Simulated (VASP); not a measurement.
Set up this calculation in VASP 6.6.1, as the native input.

```yaml
Task: single point
Functional: PBEsol
Potentials_or_basis: VASP PAW PBE potentials, release 64 (Rb_sv, Br)
Cutoff: 520 eV
k_mesh: 6 × 6 × 6
Occupations: gaussian, width 0.05 eV
Spin: no spin polarisation
Dipole_correction: no
Further_INCAR_settings: ALGO = Normal; EDIFF = 1e-06; NBANDS = 15
```

The structure of RbBr lies in POSCAR:

```
RbBr
1.0
    4.1260773000      0.0000000000      0.0000000000
    0.0000000000      4.1260773000      0.0000000000
    0.0000000000      0.0000000000      4.1260773000
Rb Br
1 1
Direct
    0.0000000000      0.0000000000      0.0000000000
    0.5000000000      0.5000000000      0.5181770710
```

This cell differs from its parent crystal: all Br atoms moved +0.075 Å, as atom 2 along Cartesian [0 0 1].

One way to write it, as run:

INCAR

```
PREC = Accurate ; ENCUT = 520
EDIFF = 1E-6 ; ISMEAR = 0
SIGMA = 0.05 ; LREAL = False
LASPH = True ; NELM = 100
ALGO = Normal ; ISIF = 2
LWAVE = False ; LCHARG = False
GGA = PS ; NBANDS = 15
```

KPOINTS

```
regular mesh
0
Gamma
  6 6 6
```

Potentials or basis: VASP PAW PBE potentials, release 64 (Rb_sv, Br).

Command:

```sh
$ cat potpaw_PBE.64/Rb_sv/POTCAR potpaw_PBE.64/Br/POTCAR > POTCAR
$ mpirun -np 1 vasp_std > vasp.out
```

It gave:

```yaml
Pressure: -0.5 GPa
Largest_force: 0.050 eV/Å
Band_gap_on_the_k_mesh: 3.91 eV (least direct gap 4.06 eV)
```

Caveat: the cell differs from its parent crystal (all Br atoms moved +0.075 Å, as atom 2 along Cartesian [0 0 1]); the PAW data sets were made with another functional, which shifts forces and pressure a little.

Run time: 58 s on 1 thread of Intel Xeon 8259CL (shared host), peak memory 0.2 GiB.
